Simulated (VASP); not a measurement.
# Na (Pm-3m) in VASP: notebook, part 2 of 2

VASP 6.6.1.

**3. Single point, PBEsol (26.62 Å³/atom)**

This run uses another cell than the first one, of 26.62 Å³/atom.

Contents of INCAR:

```
SYSTEM = Na
PREC     = Accurate       ! precision mode
ENCUT    = 520            ! plane-wave cutoff, eV
EDIFF    = 1E-7           ! SCF threshold, eV
ISMEAR   = -1             ! smearing method
SIGMA    = 0.08           ! smearing width, eV
LREAL    = .False.        ! projectors in reciprocal space
LASPH    = .True.         ! aspherical terms in the spheres
NELM     = 100            ! most SCF steps
ALGO     = Normal         ! electronic algorithm
ISIF     = 2              ! what is computed and relaxed
LWAVE    = .False.        ! write WAVECAR
LCHARG   = .False.        ! write CHGCAR
GGA      = PS             ! functional
NBANDS   = 10             ! bands
```

Contents of KPOINTS:

```
regular mesh
0
Gamma
  12 12 12
  0 0 0
```

Contents of POSCAR:

```
Na
1.0
    2.9857968631      0.0000000000      0.0000000000
    0.0000000000      2.9857968631      0.0000000000
    0.0000000000      0.0000000000      2.9857968631
Na
1
Direct
    0.0000000000      0.0000000000      0.0000000000
```

Potentials or basis: VASP PAW PBE potentials, release 64 (Na_pv).

The run is started by

```sh
cat potpaw_PBE.64/Na_pv/POTCAR > POTCAR
mpirun -np 1 vasp_std > vasp.out
```

OUTCAR:

```text
SYSTEM = Na
   PREC = Accurate
   ENCUT = 520
   EDIFF = 1E-7
   ISMEAR = -1
   LREAL = .False.
   LASPH = .True.
   NELM = 100
   ISIF = 2
   GGA = PS

 ion  position               nearest neighbor table
   1  0.000  0.000  0.000-

  LATTYP: Found a simple cubic cell.
 ALAT       =     2.9857968631

  Lattice vectors:

 A1 = (   2.9857968631,   0.0000000000,   0.0000000000)
 A2 = (   0.0000000000,   2.9857968631,   0.0000000000)
 A3 = (   0.0000000000,   0.0000000000,   2.9857968631)

Analysis of symmetry for initial positions (statically):
=====================================================================
 Subroutine PRICEL returns:
 Original cell was already a primitive cell.

 Routine SETGRP: Setting up the symmetry group for a
 simple cubic supercell.

 Subroutine GETGRP returns: Found 48 space group operations
 (whereof 48 operations were pure point group operations)
 out of a pool of 48 trial point group operations.

The static configuration has the point symmetry O_h .

Analysis of symmetry for dynamics (positions and initial velocities):
=====================================================================
 Subroutine PRICEL returns:
 Original cell was already a primitive cell.

 Routine SETGRP: Setting up the symmetry group for a
 simple cubic supercell.

 Subroutine GETGRP returns: Found 48 space group operations
 (whereof 48 operations were pure point group operations)
 out of a pool of 48 trial point group operations.

The dynamic configuration has the point symmetry O_h .

 Subroutine INISYM returns: Found 48 space group operations
 (whereof 48 operations are pure point group operations),
 and found     1 'primitive' translations

----------------------------------------------------------------------------------------

                                     Primitive cell

  volume of cell :      26.6183
[... 109 lines left out ...]
  Fermi-wavevector in a.u.,A,eV,Ry     =   1.048851  1.982042 14.967620  1.100089
  Thomas-Fermi vector in A             =   2.183790
   LORBIT       =      0    0 simple, 1 ext, 2 COOP (PROOUT), +10 PAW based schemes
   GGA     = PS    functional components
   LHFCALC =     F    Hartree Fock is set to
   AEXX    =    0.0000 exact exchange contribution
   IVDW    =     0    specifies the selected vdW correction
   LEPSILON=     F    determine dielectric tensor
   LRPA    =     F    only Hartree local field effects (RPA)
 non-spin polarized calculation
  energy-cutoff  :      520.00
  volume of cell :       26.62
 maximum number of plane-waves:       739
 NGX is ok and might be reduce to    24
   NGX = 11   NGY = 11   NGZ = 11

 number of electron       6.9999991 magnetization

 Free energy of the ion-electron system (eV)
  ---------------------------------------------------
  ext. energy  EPLUGINS =         0.00000000
  ---------------------------------------------------
  free energy    TOTEN  =        -1.14495652 eV

  energy without entropy =       -1.13484554  energy(sigma->0) =       -1.13990103

 E-fermi :   1.4636     XC(G=0):  -7.4490

 val. band max:        1.4417954397   @ k =   0.5000   0.0833   0.0000
 cond. band min:       1.4957643121   @ k =   0.4167   0.2500   0.0833
 fundamental gap:      0.0539688724
 Fermi energy:         1.4635807197

 k-point     1 :       0.0000    0.0000    0.0000
  band No.  band energies     occupation
      1     -23.4126      2.00000
      2     -23.4126      2.00000
      3     -23.4126      2.00000
      4      -2.5810      2.00000
      5      11.4923      0.00000
      6      11.4923      0.00000
      7      13.9305      0.00000
      8      13.9305      0.00000
      9      13.9305      0.00000
     10      18.0971      0.00000
[... 287 lines left out ...]
 k-point    24 :       0.4167    0.3333    0.0000
  band No.  band energies     occupation
      1     -23.5499      2.00000
      2     -23.5168      2.00000
      3     -23.3887      2.00000
      4       2.1518      0.00037
      5       4.9178      0.00000
      6       7.5035      0.00000
      7      10.3314      0.00000
      8      17.4253      0.00000
      9      18.6781      0.00000
     10      19.5356      0.00000

 [... further k-points ...]

------------------------ aborting loop because EDIFF is reached ----------------------------------------

  FORCE on cell =-STRESS in cart. coord.  units (eV):
  Direction    XX          YY          ZZ          XY          YZ          ZX
  --------------------------------------------------------------------------------------
  -------------------------------------------------------------------------------------
  Total        0.8064547      0.8064547      0.8064547      0.0000000      0.0000000     -0.0000000
  in kB       48.5411216     48.5411216     48.5411216      0.0000000      0.0000000     -0.0000000
  external PRESSURE =      48.5411216 kB  Pullay stress =       0.0000000 kB

 VOLUME and BASIS-vectors are now :
 -----------------------------------------------------------------------------
  energy-cutoff  :      520.00
  volume of cell :       26.62
      direct lattice vectors                 reciprocal lattice vectors
     2.985796863  0.000000000  0.000000000     0.334918967  0.000000000  0.000000000
     0.000000000  2.985796863  0.000000000     0.000000000  0.334918967  0.000000000
     0.000000000  0.000000000  2.985796863     0.000000000  0.000000000  0.334918967

 POSITION                                       TOTAL-FORCE (eV/Angst)
 -----------------------------------------------------------------------------------
      0.00000      0.00000      0.00000         0.000000      0.000000      0.000000
 -----------------------------------------------------------------------------------
    total drift:                                0.000000     -0.000000      0.000000

  FREE ENERGIE OF THE ION-ELECTRON SYSTEM (eV)
  ---------------------------------------------------
  free  energy   TOTEN  =        -1.1449565202 eV

  energy  without entropy=       -1.1348455410  energy(sigma->0) =       -1.13990103
```

stdout:

```text
POSCAR found type information on POSCAR Na
 POSCAR found :  1 types and       1 ions
 scaLAPACK will be used
 -----------------------------------------------------------------------------
|                                                                             |
|                                                                             |
|     You enforced a specific xc type in the INCAR file but a different       |
|     I HOPE YOU KNOW WHAT YOU ARE DOING!                                     |
|                                                                             |
 -----------------------------------------------------------------------------

 LDA part: xc-table for (Slater+PW92), standard interpolation
 POSCAR, INCAR and KPOINTS ok, starting setup
 FFT: planning ... GRIDC
 FFT: planning ... GRID_SOFT
 FFT: planning ... GRID
 WAVECAR not read
 entering main loop
```

It took 5.9 s on 1 thread of Intel Xeon Platinum 8559C (Emerald Rapids), shared host; peak memory 0.14 GiB.

Results:

- Free energy: -1.1450 eV
- Pressure: 4.9 GPa
- Band gap on the k mesh: zero (an odd number of electrons rules out a gap without spin polarisation)

Levels at points of the mesh, in eV from the Fermi level:
```csv
k point,band 1,band 2,band 3,band 4,band 5,band 6
"(0.00, 0.00, 0.00)",-24.88,-24.88,-24.88,-4.04,10.03,10.03
"(0.50, 0.00, 0.00)",-25.04,-24.86,-24.86,-0.12,0.56,13.01
"(0.50, 0.50, 0.00)",-25.02,-25.02,-24.85,3.40,3.91,3.91
"(0.50, 0.50, 0.50)",-24.99,-24.99,-24.99,6.89,6.89,6.89
```

Caveat: the cell stands under pressure; the PAW data sets were made with another functional, which shifts forces and pressure a little.

The gap in the log of VASP goes by the Fermi energy; the results here count the filled bands.